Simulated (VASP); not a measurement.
Here is a VASP 6.6.1 calculation.

POSCAR

```
PbO2
1.0
    4.9838460811      0.0000000000      0.0000000000
    0.0000000000      4.9838460811      0.0000000000
    0.0000000000      0.0000000000      3.4757747491
Pb O
2 4
Direct
    0.0000000000      0.0000000000      0.0000000000
    0.5000000000      0.5000000000      0.5000000000
    0.3077420961      0.3077420961      0.0000000000
    0.1922579039      0.8077420961      0.5000000000
    0.8077420961      0.1922579039      0.5000000000
    0.6922579039      0.6922579039      0.0000000000
```

Contents of INCAR.step1:

```
SYSTEM = PbO2
PREC     = Accurate       ! precision mode
ENCUT    = 520            ! plane-wave cutoff, eV
ISMEAR   = -1             ! smearing method
SIGMA    = 0.02           ! smearing width, eV
LREAL    = .FALSE.        ! projectors in reciprocal space
LASPH    = .TRUE.         ! aspherical terms in the spheres
NELM     = 100            ! most SCF steps
NBANDS   = 35             ! bands
GGA      = PE             ! functional
ALGO     = Normal         ! electronic algorithm
EDIFF    = 1E-4           ! SCF threshold, eV
LWAVE    = .TRUE.         ! write WAVECAR
LCHARG   = .FALSE.        ! write CHGCAR
```

Contents of INCAR.step2:

```
SYSTEM = PbO2
PREC     = Accurate       ! precision mode
ENCUT    = 520            ! plane-wave cutoff, eV
EDIFF    = 1E-6           ! SCF threshold, eV
ISMEAR   = -1             ! smearing method
SIGMA    = 0.02           ! smearing width, eV
LREAL    = .FALSE.        ! projectors in reciprocal space
LASPH    = .TRUE.         ! aspherical terms in the spheres
NELM     = 100            ! most SCF steps
ALGO     = Normal         ! electronic algorithm
ISIF     = 2              ! what is computed and relaxed
LWAVE    = .FALSE.        ! write WAVECAR
LCHARG   = .FALSE.        ! write CHGCAR
METAGGA  = R2SCAN         ! meta-GGA
LMIXTAU  = .TRUE.       
NBANDS   = 35             ! bands
ISTART   = 1
```

Contents of KPOINTS:

```
regular mesh
0
G
  6 6 8
  0 0 0
```

Potentials or basis: VASP PAW PBE potentials, release 64 (Pb_d, O).

The run is started by

```console
$ cat potpaw_PBE.64/Pb_d/POTCAR potpaw_PBE.64/O/POTCAR > POTCAR
$ cp INCAR.step1 INCAR
$ mpirun -np 1 vasp_std > vasp.out
$ cp INCAR.step2 INCAR
$ mpirun -np 1 vasp_std > vasp.out
```

(1) Predict the pressure.

(2) What does it give for the largest force?

(3) Predict the band gap on the k mesh.

## Answers

(1) -2.6 GPa.

(2) 0.009 eV/Å.

(3) 0.10 eV, indirect (least direct gap 0.23 eV).

Caveat: the cell differs from its parent crystal (uniaxial z strain +2.0%); the PAW data sets were made with another functional, which shifts forces and pressure a little; spin-orbit coupling is left out, which moves the levels of the heavy elements.
